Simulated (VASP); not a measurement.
# Lu (Fd-3m) in VASP: a series of runs

Lu is run at these levels: revPBE; tasks: single point.

All numbers are computed with VASP 6.6.1; they aren't measurements. Logs are shortened: lines on timing, memory, paths and dates and some standing lists are left out, and cuts for length are marked.

## 1. The cell of the first run

Symmetry: Fd-3m, No. 227, cubic system. Conventional cell: a = 7.717 Å, b = 7.717 Å, c = 7.717 Å, α = 90.00°, β = 90.00°, γ = 90.00°. Lu (site symmetry -43m) has 4 Lu at 3.34 Å within 4.4 Å.

## 2. Single point, revPBE (volume scaled by 1.08)

The input, INCAR:

```
SYSTEM = Lu
PREC = Accurate
ENCUT = 520
EDIFF = 1E-7
ISMEAR = -1
SIGMA = 0.1
LREAL = .FALSE.
LASPH = .TRUE.
NELM = 80
ALGO = Normal
ISIF = 2
LWAVE = .FALSE.
LCHARG = .FALSE.
GGA = RE
NBANDS = 32
```

The input, KPOINTS:

```
regular mesh
0
G
  8 8 8
  0 0 0
```

The input, POSCAR:

```
Lu
1.0
    0.0000000000      3.8583097024      3.8583097024
    3.8583097024      0.0000000000      3.8583097024
    3.8583097024      3.8583097024      0.0000000000
Lu
2
Direct
    0.1250000000      0.1250000000      0.1250000000
    0.8750000000      0.8750000000      0.8750000000
```

Potentials or basis: VASP PAW PBE potentials, release 64 (Lu).

The run is started by

```sh
$ cat potpaw_PBE.64/Lu/POTCAR > POTCAR
$ mpirun -np 1 vasp_std > vasp.out
```

OUTCAR:

```text
SYSTEM = Lu
   PREC = Accurate
   ENCUT = 520
   EDIFF = 1E-7
   ISMEAR = -1
   LREAL = .FALSE.
   LASPH = .TRUE.
   NELM = 80
   ISIF = 2
   GGA = RE

 ion  position               nearest neighbor table
   1  0.125  0.125  0.125-   2 3.34   2 3.34   2 3.34   2 3.34
   2  0.875  0.875  0.875-   1 3.34   1 3.34   1 3.34   1 3.34

  LATTYP: Found a face centered cubic cell.
 ALAT       =     7.7166194048

  Lattice vectors:

 A1 = (   0.0000000000,   3.8583097024,   3.8583097024)
 A2 = (   3.8583097024,   0.0000000000,   3.8583097024)
 A3 = (   3.8583097024,   3.8583097024,   0.0000000000)

Analysis of symmetry for initial positions (statically):
=====================================================================
 Subroutine PRICEL returns:
 Original cell was already a primitive cell.

 Routine SETGRP: Setting up the symmetry group for a
 face centered cubic supercell.

 Subroutine GETGRP returns: Found 48 space group operations
 (whereof 12 operations were pure point group operations)
 out of a pool of 48 trial point group operations.

The static configuration has the point symmetry D_3d.
 The point group associated with its full space group is O_h .

Analysis of symmetry for dynamics (positions and initial velocities):
=====================================================================
 Subroutine PRICEL returns:
 Original cell was already a primitive cell.

 Routine SETGRP: Setting up the symmetry group for a
 face centered cubic supercell.

 Subroutine GETGRP returns: Found 48 space group operations
 (whereof 12 operations were pure point group operations)
 out of a pool of 48 trial point group operations.

The dynamic configuration has the point symmetry D_3d.
 The point group associated with its full space group is O_h .

 Subroutine INISYM returns: Found 48 space group operations
 (whereof 12 operations are pure point group operations),
 and found     1 'primitive' translations

----------------------------------------------------------------------------------------

                                     Primitive cell

  volume of cell :     114.8739

  direct lattice vectors                    reciprocal lattice vectors
     0.000000000  3.858309702  3.858309702    -0.129590427  0.129590427  0.129590427
     3.858309702  0.000000000  3.858309702     0.129590427 -0.129590427  0.129590427
     3.858309702  3.858309702  0.000000000     0.129590427  0.129590427 -0.129590427

  length of vectors
     5.456473909  5.456473909  5.456473909     0.224457203  0.224457203  0.224457203

  position of ions in fractional coordinates (direct lattice)
     0.125000000  0.125000000  0.125000000
     0.875000000  0.875000000  0.875000000

  ion indices of the primitive-cell ions
   primitive index   ion index
                 1           1
                 2           2

----------------------------------------------------------------------------------------

 KPOINTS: regular mesh

Automatic generation of k-mesh.
 Grid dimensions read from file:
 generate k-points for:    8    8    8

 Generating k-lattice:

  Cartesian coordinates                     Fractional coordinates (reciprocal lattice)
    -0.016198803  0.016198803  0.016198803     0.125000000  0.000000000  0.000000000
     0.016198803 -0.016198803  0.016198803     0.000000000  0.125000000  0.000000000
     0.016198803  0.016198803 -0.016198803     0.000000000  0.000000000  0.125000000

  Length of vectors
     0.028057150  0.028057150  0.028057150

  Shift w.r.t. Gamma in fractional coordinates (k-lattice)
     0.000000000  0.000000000  0.000000000

 Subroutine IBZKPT returns following result:
 ===========================================

 Found     29 irreducible k-points:

 Following reciprocal coordinates:
            Coordinates               Weight
  0.000000  0.000000  0.000000      1.000000
  0.125000  0.000000  0.000000      8.000000
  0.250000  0.000000  0.000000      8.000000
  0.375000  0.000000  0.000000      8.000000
  0.500000  0.000000  0.000000      4.000000
  0.125000  0.125000  0.000000      6.000000
[... 16 lines left out ...]
  0.500000  0.250000  0.125000     48.000000
 -0.375000  0.250000  0.125000     24.000000
 [... further k-points ...]
   k-points           NKPTS =     29   k-points in BZ     NKDIM =     29   number of bands    NBANDS=     32
   number of dos      NEDOS =    301   number of ions     NIONS =      2
   total plane-waves  NPLWV =  74088
   dimension x,y,z NGX =    42 NGY =   42 NGZ =   42
   dimension x,y,z NGXF=    84 NGYF=   84 NGZF=   84
   ions per type =               2
   NGX,Y,Z   is equivalent  to a cutoff of  12.80, 12.80, 12.80 a.u.
   NGXF,Y,Z  is equivalent  to a cutoff of  25.59, 25.59, 25.59 a.u.
 SYSTEM =  Lu
   PREC   = accura    normal or accurate (medium, high low for compatibility)
   ISTART =      0    job   : 0-new  1-cont  2-samecut
   ICHARG =      2    charge: 1-file 2-atom 10-const
   ISPIN  =      1    spin polarized calculation?
   LNONCOLLINEAR =      F non collinear calculations
   LSORBIT =      F    spin-orbit coupling
   LASPH  =      T    aspherical Exc in radial PAW
   ENCUT  =  520.0 eV  38.22 Ry    6.18 a.u.  10.15 10.15 10.15*2*pi/ulx,y,z
   NELM   =     80;   NELMIN=  2; NELMDL= -5     # of ELM steps
   EDIFF  = 0.1E-06   stopping-criterion for ELM
   LREAL  =      F    real-space projection
   EDIFFG = 0.1E-05   stopping-criterion for IOM
   NSW    =      0    number of steps for IOM
   IBRION =     -1    ionic relax: 0-MD 1-quasi-New 2-CG
   NFREE  =      0    steps in history (QN), initial steepest desc. (CG)
   ISIF   =      2    stress and relaxation
   ISYM   =      2    0-nonsym 1-usesym 2-fastsym
   POTIM  = 0.5000    time-step for ionic-motion
   TEBEG  =    0.0;   TEEND  =   0.0 temperature during run
   PSTRESS=    0.0 pullay stress
   NELECT =      50.0000    total number of electrons
   NUPDOWN=      -1.0000    fix difference up-down
   EMIN   =  10.00;   EMAX   =-10.00  energy-range for DOS
   EFERMI =   0.00;   METHOD = LEGACY
   ISMEAR =    -1;   SIGMA  =   0.10  broadening in eV -4-tet -1-fermi 0-gaus
   EFERMI_NEDOS =   21; number of points for ismear=-14 and -15
   IALGO  =     38    algorithm
   IMIX   =      4    mixing-type and parameters
     AMIX     =   0.40;   BMIX     =  1.00
     AMIX_MAG =   1.60;   BMIX_MAG =  1.00
  volume/ion in A,a.u.               =      57.44       387.60
  Fermi-wavevector in a.u.,A,eV,Ry     =   1.240674  2.344534 20.943073  1.539272
  Thomas-Fermi vector in A             =   2.375105
   LORBIT       =      0    0 simple, 1 ext, 2 COOP (PROOUT), +10 PAW based schemes
   GGA     = RE    functional components
   LHFCALC =     F    Hartree Fock is set to
   AEXX    =    0.0000 exact exchange contribution
   IVDW    =     0    specifies the selected vdW correction
   LEPSILON=     F    determine dielectric tensor
   LRPA    =     F    only Hartree local field effects (RPA)
 non-spin polarized calculation
  energy-cutoff  :      520.00
  volume of cell :      114.87
 maximum number of plane-waves:      3119
 NGX is ok and might be reduce to    42
   NGX = 21   NGY = 21   NGZ = 21

 number of electron      50.0000013 magnetization

 Free energy of the ion-electron system (eV)
  ---------------------------------------------------
  ext. energy  EPLUGINS =         0.00000000
  ---------------------------------------------------
  free energy    TOTEN  =        -4.63973206 eV

  energy without entropy =       -4.46113226  energy(sigma->0) =       -4.55043216

 E-fermi :  -0.1491     XC(G=0):  -7.5571

 val. band max:       -0.1540372928   @ k =   0.3750   0.2500   0.0000
 cond. band min:      -0.1473778158   @ k =   0.1250   0.1250   0.0000
 fundamental gap:      0.0066594771
 Fermi energy:        -0.1491139432

 k-point     1 :       0.0000    0.0000    0.0000
  band No.  band energies     occupation
      1     -57.7032      2.00000
      2     -57.6738      2.00000
      3     -28.3851      2.00000
      4     -28.3851      2.00000
      5     -28.3851      2.00000
      6     -28.2056      2.00000
[... 24 lines left out ...]
     31       1.4513      0.00000
     32       4.0585      0.00000

 k-point     2 :       0.1250    0.0000    0.0000
  band No.  band energies     occupation
      1     -57.7024      2.00000
      2     -57.6747      2.00000
      3     -28.3878      2.00000
      4     -28.3878      2.00000
      5     -28.3837      2.00000
      6     -28.2074      2.00000
[... 24 lines left out ...]
     31       1.4528      0.00000
     32       4.0195      0.00000

 k-point     3 :       0.2500    0.0000    0.0000
  band No.  band energies     occupation
      1     -57.7002      2.00000
      2     -57.6769      2.00000
      3     -28.3938      2.00000
      4     -28.3938      2.00000
      5     -28.3803      2.00000
      6     -28.2117      2.00000
[... 24 lines left out ...]
     31       1.5446      0.00000
     32       3.8665      0.00000

 k-point     4 :       0.3750    0.0000    0.0000
  band No.  band energies     occupation
      1     -57.6974      2.00000
      2     -57.6797      2.00000
      3     -28.3996      2.00000
      4     -28.3996      2.00000
      5     -28.3768      2.00000
      6     -28.2162      2.00000
[... 24 lines left out ...]
     31       1.8204      0.00000
     32       3.5601      0.00000

 k-point     5 :       0.5000    0.0000    0.0000
  band No.  band energies     occupation
      1     -57.6959      2.00000
      2     -57.6812      2.00000
      3     -28.4018      2.00000
      4     -28.4018      2.00000
      5     -28.3753      2.00000
      6     -28.2181      2.00000
[... 584 lines left out ...]
     31       1.8773      0.00000
     32       1.8773      0.00000

 k-point    22 :       0.3750    0.2500    0.1250
  band No.  band energies     occupation
      1     -57.6981      2.00000
      2     -57.6789      2.00000
      3     -28.4070      2.00000
      4     -28.4008      2.00000
      5     -28.3610      2.00000
      6     -28.2315      2.00000
[... 24 lines left out ...]
     31       1.6803      0.00000
     32       3.2556      0.00000

 k-point    23 :       0.5000    0.2500    0.1250
  band No.  band energies     occupation
      1     -57.6953      2.00000
      2     -57.6818      2.00000
      3     -28.4143      2.00000
      4     -28.4058      2.00000
      5     -28.3494      2.00000
      6     -28.2436      2.00000
[... 24 lines left out ...]
     31       2.0354      0.00000
     32       2.8736      0.00000

 k-point    24 :      -0.3750    0.2500    0.1250
  band No.  band energies     occupation
      1     -57.6937      2.00000
      2     -57.6833      2.00000
      3     -28.4168      2.00000
      4     -28.4082      2.00000
      5     -28.3439      2.00000
      6     -28.2492      2.00000
[... 24 lines left out ...]
     31       2.0575      0.00000
     32       3.0229      0.00000

 [... further k-points ...]

------------------------ aborting loop because EDIFF is reached ----------------------------------------

  FORCE on cell =-STRESS in cart. coord.  units (eV):
  Direction    XX          YY          ZZ          XY          YZ          ZX
  --------------------------------------------------------------------------------------
  -------------------------------------------------------------------------------------
  Total       -0.5693114     -0.5693114     -0.5693114      0.0000000      0.0000000      0.0000000
  in kB       -7.9403424     -7.9403424     -7.9403424      0.0000000      0.0000000      0.0000000
  external PRESSURE =      -7.9403424 kB  Pullay stress =       0.0000000 kB

 VOLUME and BASIS-vectors are now :
 -----------------------------------------------------------------------------
  energy-cutoff  :      520.00
  volume of cell :      114.87
      direct lattice vectors                 reciprocal lattice vectors
     0.000000000  3.858309702  3.858309702    -0.129590427  0.129590427  0.129590427
     3.858309702  0.000000000  3.858309702     0.129590427 -0.129590427  0.129590427
     3.858309702  3.858309702  0.000000000     0.129590427  0.129590427 -0.129590427

 POSITION                                       TOTAL-FORCE (eV/Angst)
 -----------------------------------------------------------------------------------
      0.96458      0.96458      0.96458        -0.000000     -0.000000     -0.000000
      6.75204      6.75204      6.75204         0.000000      0.000000      0.000000
 -----------------------------------------------------------------------------------
    total drift:                                0.000000      0.000000      0.000000

  FREE ENERGIE OF THE ION-ELECTRON SYSTEM (eV)
  ---------------------------------------------------
  free  energy   TOTEN  =        -4.6397320552 eV

  energy  without entropy=       -4.4611322601  energy(sigma->0) =       -4.55043216
```

Wall time 71 s (1 thread of Intel Xeon Platinum 8559C (Emerald Rapids), shared host); peak memory 0.29 GiB.

What came out:

```yaml
Free_energy: -4.6397 eV
Pressure: -0.8 GPa
Band_gap_on_the_k_mesh: zero (band 25 reaches 0.23 eV, above the bottom of band 26 at -0.56 eV)
```

Levels at points of the mesh, in eV from the Fermi level:
```
           k point  band 22  band 23  band 24  band 25  band 26  band 27  band 28  band 29
(0.00, 0.00, 0.00)    -6.11    -4.30     0.33     0.33     0.33     0.40     0.40     1.60
(0.50, 0.00, 0.00)    -6.11    -2.93    -1.11     0.20     0.32     0.32     0.53     0.53
(0.50, 0.50, 0.00)    -6.12    -1.74    -1.74    -0.41    -0.41     0.66     0.66     1.92
```

Caveat: the PAW data sets were made with another functional, which shifts forces and pressure a little; spin-orbit coupling is left out, which moves the levels of the heavy elements.

## 3. Single point, revPBE (volume scaled by 1.12)

The input, INCAR:

```
ALGO = Normal
EDIFF = 1E-7
ENCUT = 520
GGA = RE
ISIF = 2
ISMEAR = -1
LASPH = True
LCHARG = False
LREAL = False
LWAVE = False
NBANDS = 32
NELM = 80
PREC = Accurate
SIGMA = 0.1
```

The input, KPOINTS:

```
k-points
0
Gamma
  8 8 8
```

The input, POSCAR:

```
Lu
1.0
    0.0000000000      3.9053668975      3.9053668975
    3.9053668975      0.0000000000      3.9053668975
    3.9053668975      3.9053668975      0.0000000000
Lu
2
Direct
    0.1250000000      0.1250000000      0.1250000000
    0.8750000000      0.8750000000      0.8750000000
```

Potentials or basis: VASP PAW PBE potentials, release 64 (Lu).

The run is started by

```sh
$ cat potpaw_PBE.64/Lu/POTCAR > POTCAR
$ mpirun -np 1 vasp_std > vasp.out
```

It took 65 s on 1 thread of Intel Xeon Platinum 8559C (Emerald Rapids), shared host; peak memory 0.29 GiB.

It converged, with:

* Free energy: -4.6146 eV
* Pressure: -1.1 GPa
* Band gap on the k mesh: zero (band 25 reaches 0.13 eV, above the bottom of band 26 at -0.60 eV)

Levels at points of the mesh, in eV from the Fermi level:
```tsv
k point	band 22	band 23	band 24	band 25	band 26	band 27	band 28	band 29
(0.00, 0.00, 0.00)	-6.18	-4.26	0.29	0.29	0.29	0.40	0.40	1.54
(0.50, 0.00, 0.00)	-6.19	-2.94	-1.14	0.19	0.32	0.32	0.49	0.49
(0.50, 0.50, 0.00)	-6.19	-1.79	-1.79	-0.38	-0.38	0.61	0.61	1.84
```

Caveat: the PAW data sets were made with another functional, which shifts forces and pressure a little; spin-orbit coupling is left out, which moves the levels of the heavy elements.
